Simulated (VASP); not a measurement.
Input of a VASP 6.6.1 run:

INCAR

```
PREC = Accurate
ENCUT = 500
EDIFF = 1E-7
ISMEAR = 0
SIGMA = 0.1
LREAL = False
LASPH = True
NELM = 120
ALGO = Normal
ISIF = 3
LWAVE = False
LCHARG = False
GGA = PE
IBRION = 2
NSW = 90
EDIFFG = -0.04
GGA_COMPAT = False
NELMIN = 4
```

KPOINTS

```
Automatic mesh
0
Gamma
  6 6 2
```

The input POSCAR:

```
Si3Ge
1.0
    2.7118090200      0.0000000000      0.0000000000
   -1.3559045100      2.3484955000      0.0000000000
    0.0000000000      0.0000000000     10.1861852600
Si Ge
3 1
Direct
    0.0000000000      0.0000000000      0.0000000000
    0.0000000000      0.0000000000      0.2500000000
    0.0000000000      0.0000000000      0.7500000000
    0.0000000000      0.0000000000      0.5000000000
```

Potentials or basis: VASP PAW PBE potentials, release 64 (Si, Ge_d).

The run is started by

```console
$ cat potpaw_PBE.64/Si/POTCAR potpaw_PBE.64/Ge_d/POTCAR > POTCAR
$ mpirun -np 1 vasp_std > vasp.out
```

Task: What does it give for the relaxed cell?

Result: a = 2.652 Å, b = 2.652 Å, c = 10.688 Å, α = 90.00°, β = 90.00°, γ = 120.00°.

Task: What does it give for the space group after relaxing (to 0.1 Å)?

Result: P6/mmm (No. 191).

Task: Predict the relaxed volume.

Result: 16.28 Å³/atom.

Stress tensor (GPa, compression positive):
```
-0.20  0.00  0.00
 0.00 -0.20  0.00
 0.00  0.00  0.15
```

Caveat: the k points lie up to 0.46 Å⁻¹ apart in the final cell; the highest band is partly filled, so the run has too few bands.
